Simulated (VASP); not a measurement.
A run of VASP 6.6.1 is set up as follows.

Contents of INCAR:

```
PREC = Accurate
ENCUT = 500
EDIFF = 1E-6
ISMEAR = 0
SIGMA = 0.01
LREAL = False
LASPH = True
NELM = 120
ALGO = Normal
ISIF = 2
LWAVE = False
LCHARG = False
GGA = CA
NBANDS = 11
GGA_COMPAT = False
```

File KPOINTS:

```
Automatic mesh
0
Gamma
  12 12 12
```

POSCAR

```
BP
1.0
    0.0000000000      2.1692282038      2.1692282038
    2.1692282038      0.0000000000      2.1692282038
    2.1692282038      2.1692282038      0.0000000000
B P
1 1
Direct
    0.0000000000      0.0000000000      0.0000000000
    0.7500000000      0.7500000000      0.7500000000
```

Potentials or basis: VASP PAW LDA potentials, release 64 (B, P).

The run is started by

```console
$ cat potpaw_LDA.64/B/POTCAR potpaw_LDA.64/P/POTCAR > POTCAR
$ mpirun -np 1 vasp_std > vasp.out
```

Problem. Estimate the band gap on the k mesh.

Solution. 1.01 eV, indirect (least direct gap 3.63 eV).

Problem. What does it give for the pressure?

Solution. 21.8 GPa.

A k mesh can miss the band edges.
